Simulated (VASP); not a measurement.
WC: single point with PBEsol

Crystal: WC.

```
W C
1.0
     0.00000    2.53127    1.64532
     2.53127    0.00000    1.64532
     2.53127    2.53127    0.00000
W C
1 1
Cartesian
  0.0000 0.0000 0.0000
  2.5313 2.5313 1.6453
```

This cell differs from its parent crystal: ratio of the length along z to the lengths across it x 0.65, volume and fractional coordinates fixed.

```yaml
Program: VASP 6.6.1
Task: single point
Functional: PBEsol
Potentials_or_basis: VASP PAW PBE potentials, release 64 (W_sv, C)
Cutoff: 520 eV
k_mesh: 20 × 20 × 20
Occupations: gaussian, width 0.15 eV
Spin: no spin polarisation
Dipole_correction: no
Further_INCAR_settings: ALGO = Normal; EDIFF = 1e-06; NBANDS = 16
```

```
Pressure               : 118.8 GPa
Band gap on the k mesh : zero (bands 9 and 10 overlap by 3.43 eV)
```

Stress tensor (GPa, compression positive):
```
-25.36   0.00   0.00
  0.00 -25.36   0.00
  0.00   0.00 407.22
```

Levels at points of the mesh, in eV from the Fermi level:
```
           k point  band 6  band 7  band 8  band 9  band 10  band 11  band 12  band 13
(0.00, 0.00, 0.00)   -4.84   -3.22   -3.13   -3.13    -2.45    -2.45     1.07     2.77
(0.50, 0.00, 0.00)   -9.41   -9.05   -8.55   -0.15     2.20     4.10     4.27     8.44
(0.50, 0.50, 0.00)   -5.88   -4.50   -4.50    0.78     1.06     1.06     2.59     6.80
(0.50, 0.00, 0.50)   -6.70   -4.45   -2.68   -2.62     0.66     1.67     2.16     4.87
```

It took 66 s on 1 thread of Intel(R) Xeon(R) 6975P-C (Granite Rapids), with other jobs on the host, peak memory 0.32 GiB.

Caveat: the cell stands under pressure; the PAW data sets were made with another functional, which shifts forces and pressure a little; spin-orbit coupling is left out, which moves the levels of the heavy elements.
